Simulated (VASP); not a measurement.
# SiSeF2 (Cmmm) in VASP: further runs, part 2 of 2

VASP 6.6.1. Earlier steps stand in the parts before.

## Step 3: Relaxation of cell and atoms, PBE

This run uses another cell than the first one, of 18.86 Å³/atom.

Input file INCAR:

```
SYSTEM = SiSeF2
ALGO = Normal
EDIFF = 1E-7
EDIFFG = -0.04
ENCUT = 600
GGA = PE
IBRION = 2
ISIF = 3
ISMEAR = 0
LASPH = .True.
LCHARG = .False.
LREAL = .False.
LWAVE = .False.
NELM = 80
NSW = 90
PREC = Accurate
SIGMA = 0.1
```

Input file KPOINTS:

```
k-points
0
Gamma
  4 4 4
  0 0 0
```

Input file POSCAR:

```
SiSeF2
1.0
    2.9085937100     -3.1578874400      0.0000000000
    2.9085937100      3.1578874400      0.0000000000
    0.0000000000      0.0000000000      4.1065091200
Si Se F
1 1 2
Direct
    0.0000000000      0.0000000000      0.0000000000
    0.5000000000      0.5000000000      0.5000000000
    0.8461162200      0.1538837800      0.5000000000
    0.1538837800      0.8461162200      0.5000000000
```

Potentials or basis: VASP PAW PBE potentials, release 64 (Si, Se, F).

The run is started by

```sh
> cat potpaw_PBE.64/Si/POTCAR potpaw_PBE.64/Se/POTCAR potpaw_PBE.64/F/POTCAR > POTCAR
> mpirun -np 1 vasp_std > vasp.out
```

It took 4.8 min on 1 thread of AMD EPYC 9R45 (Zen 5), shared host; peak memory 0.21 GiB.

The run converged. Its results:

```yaml
Free_energy: -16.5307 eV
Relaxed_volume: 15.20 Å³/atom
Relaxed_cell: a = 4.989 Å, b = 4.989 Å, c = 2.810 Å, α = 90.00°, β = 90.00°, γ = 119.61°
Space_group_after_relaxing_to_0.1_Å: Cmmm (No. 65)
Energy_gained_by_relaxing: 665.6 meV/atom
Ionic_steps: 23
Pressure_after_relaxing: 0.1 GPa
Largest_force_after_relaxing: 0.026 eV/Å
Band_gap_on_the_k_mesh: zero (bands 12 and 13 overlap by 1.61 eV)
```

Forces in eV/Å, atoms in the order of the input:
```
Si   0.000  0.000  0.000
Se   0.000  0.000  0.000
F    0.000 -0.026  0.000
F    0.000  0.026  0.000
```

Stress tensor (GPa, compression positive):
```
-0.01  0.00  0.00
 0.00  0.02  0.00
 0.00  0.00  0.15
```

Step by step:
```tsv
step	energy change (eV)	largest force (eV/Å)	pressure (GPa)	volume (Å³)
1	0.0000	3.7160	-0.74	75.44
2	-1.0362	0.4814	-2.29	74.25
3	-1.1646	0.0292	-2.03	73.74
4	-1.2442	0.8758	-0.99	72.57
5	-1.4507	0.0429	-3.17	70.76
6	-1.5120	0.0308	-3.85	69.72
7	-1.6296	0.1457	-4.77	67.39
8	-1.8363	0.3559	-1.99	62.42
9	-1.9131	0.8567	5.69	54.89
10	-1.9369	0.8367	-0.53	59.40
11	-1.9772	0.9067	1.91	57.14
12	-2.0033	1.0918	3.91	55.49
13	-2.0153	0.9705	3.06	56.08
14	-2.1843	1.1848	1.20	56.86
15	-2.3876	0.9663	-0.08	57.96
16	-2.4332	0.2765	-1.16	60.04
17	-2.4777	0.4394	-0.64	59.20
18	-2.6415	0.0494	1.36	59.45
19	-2.6418	0.0862	1.52	59.46
20	-2.6599	0.0870	-0.50	60.88
21	-2.6601	0.1049	-0.70	61.04
22	-2.6616	0.0205	0.49	60.65
23	-2.6624	0.0263	0.05	60.80
```

Final structure:
```yaml
crystal:
  lattice:
    - [2.50894, -4.31201, 0.00000]
    - [2.50894, 4.31201, 0.00000]
    - [0.00000, 0.00000, 2.80976]
  atoms:
    - { symbol: Si, position: [0.00000, 0.00000, 0.00000] }
    - { symbol: Se, position: [0.50000, 0.50000, 0.50000] }
    - { symbol: F, position: [0.84924, 0.15076, 0.50000] }
    - { symbol: F, position: [0.15076, 0.84924, 0.50000] }
```

Levels at points of the mesh, in eV from the Fermi level:
```tsv
k point	band 8	band 9	band 10	band 11	band 12	band 13	band 14	band 15	band 16
(0.00, 0.00, 0.00)	-6.73	-6.67	-2.82	-1.83	-1.67	3.22	4.60	6.54	6.65
(0.50, 0.00, 0.00)	-6.69	-6.51	-4.22	-1.62	1.44	2.09	3.20	3.25	8.24
(0.50, 0.50, 0.00)	-6.77	-6.13	-2.79	-2.52	-1.55	3.16	4.36	6.42	8.66
(0.00, 0.00, 0.50)	-6.32	-6.24	-5.08	-0.67	0.01	0.08	0.48	4.87	6.07
(0.50, 0.00, 0.50)	-6.10	-6.03	-5.65	-1.24	-1.01	0.24	3.50	5.54	6.83
(0.50, 0.50, 0.50)	-6.46	-5.77	-5.28	-0.58	-0.20	-0.17	0.73	4.72	5.48
```

Caveat: the k points lie up to 0.56 Å⁻¹ apart in the final cell, too coarse for converged energies and pressures of a metal; the volume moved by over 15 % at a fixed basis, so the end points are rough.

## Step 4: Single point, PBE, collinear spin

This run uses another cell than the first one, of 18.86 Å³/atom.

Input file INCAR:

```
SYSTEM = SiSeF2
ALGO = Normal
EDIFF = 1E-6
ENCUT = 520
GGA = PE
ISIF = 2
ISMEAR = 0
ISPIN = 2
LASPH = .True.
LCHARG = .False.
LORBIT = 11
LREAL = .False.
LWAVE = .False.
MAGMOM = 0 0 1 1
NBANDS = 24
NELM = 150
PREC = Accurate
SIGMA = 0.1
```

KPOINTS is that of step 3.

POSCAR is that of step 3.

The run is started by

```sh
> cat potpaw_PBE.64/Si/POTCAR potpaw_PBE.64/Se/POTCAR potpaw_PBE.64/F/POTCAR > POTCAR
> mpirun -np 1 vasp_std > vasp.out
```

Run time: 33 s. Hardware: 1 thread of AMD EPYC 9R45 (Zen 5), shared host; peak memory 0.19 GiB.

The run converged. Its results:

| Quantity | Value |
| --- | --- |
| Free energy | -13.8645 eV |
| Pressure | -0.7 GPa |
| Largest force | 3.717 eV/Å |
| Band gap on the k mesh | zero (filled and empty bands overlap) |
| Net moment | 0.00 μB per cell |
| Valence electrons inside the program's atomic spheres | Si 1.35; Se 3.59; F 6.03 |

Forces in eV/Å, atoms in the order of the input:
```
Si   0.000  0.000  0.000
Se   0.000  0.000  0.000
F    0.000  3.717  0.000
F    0.000 -3.717  0.000
```

Stress tensor (GPa, compression positive):
```
  0.02   0.00   0.00
  0.00   8.76   0.00
  0.00   0.00 -10.86
```

Levels at points of the mesh, in eV from the Fermi level:
Spin up:
```
           k point  band 9  band 10  band 11  band 12  band 13  band 14  band 15  band 16
(0.00, 0.00, 0.00)   -4.74    -4.56    -1.08    -0.08     1.46     2.74     2.85     5.43
(0.50, 0.00, 0.00)   -4.18    -2.62    -0.38    -0.12     0.17     1.57     1.84     5.22
(0.50, 0.50, 0.00)   -4.74    -3.73    -0.60    -0.27    -0.27     2.11     2.97     5.68
(0.00, 0.00, 0.50)   -4.50    -2.51    -1.16    -0.47     1.03     2.71     3.15     3.26
(0.50, 0.00, 0.50)   -2.58    -2.25    -2.15    -0.71     1.42     1.90     2.80     4.37
(0.50, 0.50, 0.50)   -3.71    -2.84    -0.94    -0.38     0.27     1.64     2.23     3.51
```
Spin down:
```
           k point  band 10  band 11  band 12  band 13  band 14  band 15
(0.00, 0.00, 0.00)    -4.56    -1.08    -0.08     1.46     2.74     2.85
(0.50, 0.00, 0.00)    -2.62    -0.38    -0.12     0.17     1.57     1.84
(0.50, 0.50, 0.00)    -3.73    -0.60    -0.27    -0.27     2.11     2.97
(0.00, 0.00, 0.50)    -2.51    -1.16    -0.47     1.03     2.71     3.15
(0.50, 0.00, 0.50)    -2.25    -2.15    -0.71     1.42     1.90     2.80
(0.50, 0.50, 0.50)    -2.84    -0.94    -0.38     0.27     1.64     2.23
```

Caveat: the k points lie up to 0.38 Å⁻¹ apart; semilocal functionals underestimate gaps, and a narrow one can read as zero; forces of over 1 eV/Å act on the atoms, so gaps and moduli don't describe the material at rest.

## Step 5: Relaxation of cell and atoms, PBE

This run uses another cell than the first one, of 18.72 Å³/atom.

Input file INCAR:

```
SYSTEM = SiSeF2
  PREC = Accurate
  ENCUT = 600
  EDIFF = 1E-6
  ISMEAR = 0
  SIGMA = 0.1
  LREAL = .False.
  LASPH = .True.
  NELM = 60
  ALGO = Normal
  ISIF = 3
  LWAVE = .False.
  LCHARG = .False.
  GGA = PE
  IBRION = 2
  NSW = 90
  EDIFFG = -0.04
```

Input file KPOINTS:

```
Automatic mesh
0
Gamma
  4 4 6
  0 0 0
```

Input file POSCAR:

```
SiSeF2
1.0
    2.4980763710     -5.3567851537      0.0000000000
    2.4980763710      5.3567851537      0.0000000000
    0.0000000000      0.0000000000      2.7975756456
Si Se F
1 1 2
Direct
    0.0000000000      0.0000000000      0.0000000000
    0.5000000000      0.5000000000      0.5000000000
    0.8762424910      0.1237575090      0.5000000000
    0.1237575090      0.8762424910      0.5000000000
```

The run is started by

```sh
> cat potpaw_PBE.64/Si/POTCAR potpaw_PBE.64/Se/POTCAR potpaw_PBE.64/F/POTCAR > POTCAR
> mpirun -np 1 vasp_std > vasp.out
```

Run time: 64 s. Hardware: 1 thread of AMD EPYC 9R45 (Zen 5), shared host; peak memory 0.22 GiB.

The run converged. Its results:

| Item | Value |
| --- | --- |
| Free energy | -16.7420 eV |
| Relaxed volume | 19.07 Å³/atom |
| Relaxed cell | a = 5.900 Å, b = 5.900 Å, c = 2.808 Å, α = 90.00°, β = 90.00°, γ = 128.72° |
| Space group after relaxing (to 0.1 Å) | Cmmm (No. 65) |
| Energy gained by relaxing | 2.4 meV/atom |
| Ionic steps | 4 |
| Pressure after relaxing | 0.1 GPa |
| Largest force after relaxing | 0.021 eV/Å |
| Band gap on the k mesh | zero (bands 12 and 13 overlap by 1.25 eV) |

Forces in eV/Å, atoms in the order of the input:
```
Si   0.000  0.000  0.000
Se   0.000  0.000  0.000
F    0.000  0.021  0.000
F    0.000 -0.021  0.000
```

Stress tensor (GPa, compression positive):
```
-0.01  0.00  0.00
 0.00  0.13  0.00
 0.00  0.00  0.07
```

Step by step:
```tsv
step	energy change (eV)	largest force (eV/Å)	pressure (GPa)	volume (Å³)
1	0.0000	0.0470	0.71	74.87
2	-0.0063	0.0806	0.04	75.77
3	-0.0077	0.1041	-0.41	76.44
4	-0.0094	0.0211	0.06	76.26
```

Final structure:
```
Si Se F
1.0
     2.55274   -5.31877    0.00000
     2.55274    5.31877    0.00000
     0.00000    0.00000    2.80842
Si Se F
1 1 2
Cartesian
  0.0000 0.0000 2.8084
  2.5527 0.0000 1.4042
  2.5527 -4.0131 1.4042
  2.5527 4.0131 1.4042
```

Levels at points of the mesh, in eV from the Fermi level:
```tsv
k point	band 10	band 11	band 12	band 13	band 14	band 15
(0.00, 0.00, 0.00)	-2.79	-2.19	-1.69	3.23	4.50	5.20
(0.50, 0.00, 0.00)	-4.16	-1.72	1.20	1.94	3.23	3.27
(0.50, 0.50, 0.00)	-2.81	-2.42	-1.55	3.23	4.20	6.11
(0.00, 0.00, 0.50)	-5.14	-0.64	-0.05	-0.03	0.45	4.68
(0.50, 0.00, 0.50)	-5.59	-1.18	-0.97	0.21	3.26	5.80
(0.50, 0.50, 0.50)	-5.16	-0.63	-0.14	-0.05	0.51	4.75
```

Caveat: the k points lie up to 0.37 Å⁻¹ apart in the final cell, too coarse for converged energies and pressures of a metal.

## Step 6: The runs side by side

| task | spin | cell | k mesh | cutoff (eV) | gap on the mesh (eV) | pressure (GPa) | relaxed volume (Å³/atom) | largest force (eV/Å) |
| --- | --- | --- | --- | --- | --- | --- | --- | --- |
| single point | off | a = 5.981, b = 5.981, c = 2.806 Å, angles 90.0, 90.0, 129.5°, 4 atoms, atomic positions A | 4 × 4 × 6 | 520 | none | 0.3 | - | 0.08 |
| relaxation of cell and atoms | off | relaxed from a = 4.293, b = 4.293, c = 4.107 Å, angles 90.0, 90.0, 94.7°, 4 atoms, atomic positions B | 4 × 4 × 4 | 600 | none | 0.1 | 15.20 | 0.03 |
| single point | collinear | a = 4.293, b = 4.293, c = 4.107 Å, angles 90.0, 90.0, 94.7°, 4 atoms, atomic positions B | 4 × 4 × 4 | 520 | none | -0.7 | - | 3.72 |
| relaxation of cell and atoms | off | relaxed from a = 5.911, b = 5.911, c = 2.798 Å, angles 90.0, 90.0, 130.0°, 4 atoms, atomic positions C | 4 × 4 × 6 | 600 | none | 0.1 | 19.07 | 0.02 |

Alike in all rows: level PBE; potentials or basis VASP PAW PBE potentials, release 64 (Si, Se, F); smearing gaussian 0.1 eV.

Caveats: all runs use coarse meshes; the volume moved by over 15 % at a fixed basis, so the end points are rough (at least some runs); semilocal functionals underestimate gaps, and a narrow one can read as zero (at least some runs); forces of over 1 eV/Å act on the atoms, so gaps and moduli don't describe the material at rest (at least some runs).

Total energies depend on the potentials used, so only differences within one code and one set of settings carry meaning.
